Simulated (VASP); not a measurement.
# Y (Im-3m) in VASP: further runs, part 2 of 2

VASP 6.6.1. The steps go on from the part before.

### 3 Relaxation of cell and atoms, PBEsol

This run uses another cell than the first one, of 33.01 Å³/atom, 0.937 times its volume.

INCAR reads:

```
SYSTEM = Y
PREC = Accurate
ENCUT = 600
EDIFF = 1E-6
ISMEAR = -1
SIGMA = 0.1
LREAL = .False.
LASPH = .True.
NELM = 60
ALGO = Normal
ISIF = 3
LWAVE = .False.
LCHARG = .False.
GGA = PS
IBRION = 2
NSW = 80
EDIFFG = -0.01
```

KPOINTS reads:

```
Automatic mesh
0
Gamma
  11 11 11
  0 0 0
```

POSCAR reads:

```
Y
1.0
   -2.0208580385      2.0208580385      2.0208580385
    2.0208580385     -2.0208580385      2.0208580385
    2.0208580385      2.0208580385     -2.0208580385
Y
1
Direct
    0.0000000000      0.0000000000      0.0000000000
```

Potentials or basis: VASP PAW PBE potentials, release 64 (Y_sv).

Command:

```sh
cat potpaw_PBE.64/Y_sv/POTCAR > POTCAR
mpirun -np 1 vasp_std > vasp.out
```

OUTCAR:

```text
SYSTEM = Y
   PREC = Accurate
   ENCUT = 600
   EDIFF = 1E-6
   ISMEAR = -1
   LREAL = .False.
   LASPH = .True.
   NELM = 60
   ISIF = 3
   GGA = PS
   IBRION = 2
   NSW = 80
   EDIFFG = -0.01

 ion  position               nearest neighbor table
   1  0.000  0.000  0.000-

  LATTYP: Found a body centered cubic cell.
 ALAT       =     4.0417160770

  Lattice vectors:

 A1 = (  -2.0208580385,   2.0208580385,   2.0208580385)
 A2 = (   2.0208580385,  -2.0208580385,   2.0208580385)
 A3 = (   2.0208580385,   2.0208580385,  -2.0208580385)

Analysis of symmetry for initial positions (statically):
=====================================================================
 Subroutine PRICEL returns:
 Original cell was already a primitive cell.

 Routine SETGRP: Setting up the symmetry group for a
 body centered cubic supercell.

 Subroutine GETGRP returns: Found 48 space group operations
 (whereof 48 operations were pure point group operations)
 out of a pool of 48 trial point group operations.

The static configuration has the point symmetry O_h .

Analysis of symmetry for dynamics (positions and initial velocities):
=====================================================================
 Subroutine PRICEL returns:
 Original cell was already a primitive cell.

 Routine SETGRP: Setting up the symmetry group for a
 body centered cubic supercell.

 Subroutine GETGRP returns: Found 48 space group operations
 (whereof 48 operations were pure point group operations)
 out of a pool of 48 trial point group operations.

The dynamic configuration has the point symmetry O_h .

 Subroutine INISYM returns: Found 48 space group operations
 (whereof 48 operations are pure point group operations),
 and found     1 'primitive' translations

[... 117 lines left out ...]
   GGA     = PS    functional components
   LHFCALC =     F    Hartree Fock is set to
   AEXX    =    0.0000 exact exchange contribution
   IVDW    =     0    specifies the selected vdW correction
   LEPSILON=     F    determine dielectric tensor
   LRPA    =     F    only Hartree local field effects (RPA)
 conjugate gradient relaxation of ions
 non-spin polarized calculation
  energy-cutoff  :      600.00
  volume of cell :       33.01
 maximum number of plane-waves:      1124
   NGX = 13   NGY = 13   NGZ = 13

--------------------------------------- Ionic step        1  -------------------------------------------

 number of electron      11.0000001 magnetization

 Free energy of the ion-electron system (eV)
  ---------------------------------------------------
  ext. energy  EPLUGINS =         0.00000000
  ---------------------------------------------------
  free energy    TOTEN  =        -6.72148986 eV

  energy without entropy =       -6.64036090  energy(sigma->0) =       -6.68092538

------------------------ aborting loop because EDIFF is reached ----------------------------------------

  FORCE on cell =-STRESS in cart. coord.  units (eV):
  Direction    XX          YY          ZZ          XY          YZ          ZX
  --------------------------------------------------------------------------------------
  -------------------------------------------------------------------------------------
  Total       -0.3839769     -0.3839769     -0.3839769      0.0000000     -0.0000000      0.0000000
  in kB      -18.6358079    -18.6358079    -18.6358079      0.0000000     -0.0000000      0.0000000
  external PRESSURE =     -18.6358079 kB  Pullay stress =       0.0000000 kB
[... 57 lines left out ...]
--------------------------------------- Ionic step        3  -------------------------------------------

 number of electron      11.0000000 magnetization

 Free energy of the ion-electron system (eV)
  ---------------------------------------------------
  ext. energy  EPLUGINS =         0.00000000
  ---------------------------------------------------
  free energy    TOTEN  =        -6.73130074 eV

  energy without entropy =       -6.65306627  energy(sigma->0) =       -6.69218350

 E-fermi :   3.2382     XC(G=0):  -9.7146

 val. band max:        3.2299260088   @ k =  -0.3636   0.3636   0.1818
 cond. band min:       3.2419600221   @ k =   0.3636   0.0909   0.0909
 fundamental gap:      0.0120340133
 Fermi energy:         3.2381565009

 k-point     1 :       0.0000    0.0000    0.0000
  band No.  band energies     occupation
      1     -39.4002      2.00000
      2     -19.0798      2.00000
      3     -19.0798      2.00000
      4     -19.0798      2.00000
      5      -1.6570      2.00000
      6       4.9398      0.00000
      7       4.9398      0.00000
      8       4.9398      0.00000
      9       6.9844      0.00000
[... 265 lines left out ...]
 k-point    24 :       0.3636    0.1818    0.0909
  band No.  band energies     occupation
      1     -39.3132      2.00000
      2     -19.6103      2.00000
      3     -19.3703      2.00000
      4     -19.1841      2.00000
      5       2.1347      1.99997
      6       3.1231      1.51906
      7       3.5438      0.08988
      8       7.2725      0.00000
      9       7.6536      0.00000

 [... further k-points ...]
[... 5 lines left out ...]
  --------------------------------------------------------------------------------------
  -------------------------------------------------------------------------------------
  Total        0.0007203      0.0007203      0.0007203      0.0000000      0.0000000     -0.0000000
  in kB        0.0367734      0.0367734      0.0367734      0.0000000      0.0000000     -0.0000000
  external PRESSURE =       0.0367734 kB  Pullay stress =       0.0000000 kB
[... 16 lines left out ...]
  FREE ENERGIE OF THE ION-ELECTRON SYSTEM (eV)
  ---------------------------------------------------
  free  energy   TOTEN  =        -6.7313007406 eV

  energy  without entropy=       -6.6530662692  energy(sigma->0) =       -6.69218350

 reached required accuracy - stopping structural energy minimisation
```

CONTCAR:

```text
Y
   1.00000000000000
    -1.9870999090944794    1.9870999090944794    1.9870999090944794
     1.9870999090944794   -1.9870999090944794    1.9870999090944794
     1.9870999090944794    1.9870999090944794   -1.9870999090944794
  Y
     1
Direct
     0.0000000000000000    0.0000000000000000    0.0000000000000000

  0.00000000E+00  0.00000000E+00  0.00000000E+00
```

Wall time 93 s (1 thread of AMD EPYC 7R13, shared host); peak memory 0.16 GiB.

What came out:

| Item | Value |
| --- | --- |
| Free energy | -6.7313 eV |
| Relaxed volume | 31.38 Å³/atom |
| Relaxed cell | a = 3.442 Å, b = 3.442 Å, c = 3.442 Å, α = 109.47°, β = 109.47°, γ = 109.47° |
| Space group after relaxing (to 0.05 Å) | Im-3m (No. 229) |
| Energy gained by relaxing | 9.8 meV/atom |
| Ionic steps | 3 |
| Pressure after relaxing | 0.0 GPa |

The path:
```tsv
step	energy change (eV)	largest force (eV/Å)	pressure (GPa)	volume (Å³)
1	0.0000	0.0000	-1.86	33.01
2	-0.0097	0.0000	0.23	31.21
3	-0.0098	0.0000	0.00	31.38
```

Final structure:
```xyz
1
Lattice="-1.9871 1.9871 1.9871 1.9871 -1.9871 1.9871 1.9871 1.9871 -1.9871" Properties=species:S:1:pos:R:3 pbc="T T T"
Y     0.0000    0.0000    0.0000
```

Caveat: the PAW data sets were made with another functional, which shifts forces and pressure a little.

### 4 Single point, PBEsol

This run uses another cell than the first one, of 31.47 Å³/atom, 0.893 times its volume.

INCAR reads:

```
PREC = Accurate
ENCUT = 520
EDIFF = 1E-7
ISMEAR = -1
SIGMA = 0.1
LREAL = F
LASPH = T
NELM = 80
ALGO = Normal
ISIF = 2
LWAVE = F
LCHARG = F
GGA = PS
NBANDS = 12
```

KPOINTS reads:

```
Automatic mesh
0
Gamma
  18 18 18
```

POSCAR reads:

```
Y
1.0
   -1.9889093725      1.9889093725      1.9889093725
    1.9889093725     -1.9889093725      1.9889093725
    1.9889093725      1.9889093725     -1.9889093725
Y
1
Direct
    0.0000000000      0.0000000000      0.0000000000
```

Potentials or basis: VASP PAW PBE potentials, release 64 (Y_sv).

Command:

```sh
cat potpaw_PBE.64/Y_sv/POTCAR > POTCAR
mpirun -np 1 vasp_std > vasp.out
```

OUTCAR:

```text
PREC = Accurate
   ENCUT = 520
   EDIFF = 1E-7
   ISMEAR = -1
   LREAL = F
   LASPH = T
   NELM = 80
   ISIF = 2
   GGA = PS

 ion  position               nearest neighbor table
   1  0.000  0.000  0.000-

  LATTYP: Found a body centered cubic cell.
 ALAT       =     3.9778187450

  Lattice vectors:

 A1 = (  -1.9889093725,   1.9889093725,   1.9889093725)
 A2 = (   1.9889093725,  -1.9889093725,   1.9889093725)
 A3 = (   1.9889093725,   1.9889093725,  -1.9889093725)

[... 528 lines left out ...]
      3     -19.3234      2.00000
      4     -19.1337      2.00000
      5       1.3542      2.00000
      6       3.3870      0.33213
      7       3.8054      0.00605
      8       6.7760      0.00000
      9       7.6097      0.00000
     10       9.2967      0.00000
     11      11.4278      0.00000
     12      12.2132      0.00000

 [... further k-points ...]
[... 5 lines left out ...]
  --------------------------------------------------------------------------------------
  -------------------------------------------------------------------------------------
  Total       -0.0217425     -0.0217425     -0.0217425     -0.0000000      0.0000000      0.0000000
  in kB       -1.1069154     -1.1069154     -1.1069154     -0.0000000      0.0000000      0.0000000
  external PRESSURE =      -1.1069154 kB  Pullay stress =       0.0000000 kB

 VOLUME and BASIS-vectors are now :
 -----------------------------------------------------------------------------
  energy-cutoff  :      520.00
  volume of cell :       31.47
      direct lattice vectors                 reciprocal lattice vectors
    -1.988909372  1.988909372  1.988909372     0.000000000  0.251394059  0.251394059
     1.988909372 -1.988909372  1.988909372     0.251394059  0.000000000  0.251394059
     1.988909372  1.988909372 -1.988909372     0.251394059  0.251394059  0.000000000

 POSITION                                       TOTAL-FORCE (eV/Angst)
 -----------------------------------------------------------------------------------
      0.00000      0.00000      0.00000        -0.000000      0.000000     -0.000000
 -----------------------------------------------------------------------------------
    total drift:                               -0.000000      0.000000      0.000000

  FREE ENERGIE OF THE ION-ELECTRON SYSTEM (eV)
  ---------------------------------------------------
  free  energy   TOTEN  =        -6.7309762884 eV

  energy  without entropy=       -6.6527818887  energy(sigma->0) =       -6.69187909
```

OSZICAR:

```text
N       E                     dE             d eps       ncg     rms          rms(c)
DAV:   1     0.241951141050E+02    0.24195E+02   -0.55920E+03  4680   0.833E+02
DAV:   2    -0.564041880571E+01   -0.29836E+02   -0.28961E+02  5592   0.165E+02
DAV:   3    -0.693414069684E+01   -0.12937E+01   -0.12731E+01  6544   0.222E+01
DAV:   4    -0.696808217391E+01   -0.33941E-01   -0.33924E-01  5268   0.344E+00
DAV:   5    -0.696879745881E+01   -0.71528E-03   -0.71526E-03  5980   0.389E-01    0.247E+01
DAV:   6    -0.677479700985E+01    0.19400E+00   -0.21182E-01  5124   0.307E+00    0.149E+01
DAV:   7    -0.673486153869E+01    0.39935E-01   -0.29796E-01  5640   0.359E+00    0.113E+00
DAV:   8    -0.673120615317E+01    0.36554E-02   -0.35860E-02  5384   0.150E+00    0.192E-01
DAV:   9    -0.673100159651E+01    0.20456E-03   -0.85827E-04  5552   0.251E-01    0.925E-02
DAV:  10    -0.673097626615E+01    0.25330E-04   -0.13472E-04  5316   0.101E-01    0.264E-02
DAV:  11    -0.673097768791E+01   -0.14218E-05   -0.20771E-05  5252   0.381E-02    0.207E-02
DAV:  12    -0.673097644070E+01    0.12472E-05   -0.26046E-06  5140   0.142E-02    0.457E-03
DAV:  13    -0.673097625525E+01    0.18545E-06   -0.24919E-07  5692   0.377E-03    0.930E-04
DAV:  14    -0.673097628841E+01   -0.33158E-07   -0.75905E-09  2720   0.688E-04
   1 F= -.67309763E+01 E0= -.66918791E+01  d E =-.781944E-01
```

It took 2.9 min on 1 thread of AMD EPYC 7R13, shared host; peak memory 0.2 GiB.

What came out:

```
Free energy : -6.7310 eV
Pressure    : -0.1 GPa
```

Levels at points of the mesh, in eV from the Fermi level:
```csv
k point,band 2,band 3,band 4,band 5,band 6,band 7,band 8,band 9
"(0.00, 0.00, 0.00)",-22.33,-22.33,-22.33,-4.89,1.70,1.70,1.70,3.74
"(0.50, 0.00, 0.00)",-22.97,-22.53,-22.33,-2.07,0.14,0.89,3.67,4.36
"(0.50, 0.50, 0.50)",-22.77,-22.77,-22.77,-1.56,-1.56,5.54,5.54,5.54
```

Caveat: the PAW data sets were made with another functional, which shifts forces and pressure a little.

### 5 Summary

```csv
task,cell,k mesh,cutoff (eV),gap on the mesh (eV),pressure (GPa)
single point,"a = 3.578 Å, angles 109.5°, 1 atom",13 × 13 × 13,520,none,-3.9
relaxation of cell and atoms,"relaxed from a = 3.500 Å, angles 109.5°, 1 atom",11 × 11 × 11,600,none,0.0
single point,"a = 3.445 Å, angles 109.5°, 1 atom",18 × 18 × 18,520,none,-0.1
```

Alike in all rows: level PBEsol; potentials or basis VASP PAW PBE potentials, release 64 (Y_sv); no spin polarisation; smearing fermi-dirac 0.1 eV.

Caveats: the PAW data sets were made with another functional, which shifts forces and pressure a little.

Total energies depend on the potentials used, so only differences within one code and one set of settings carry meaning.
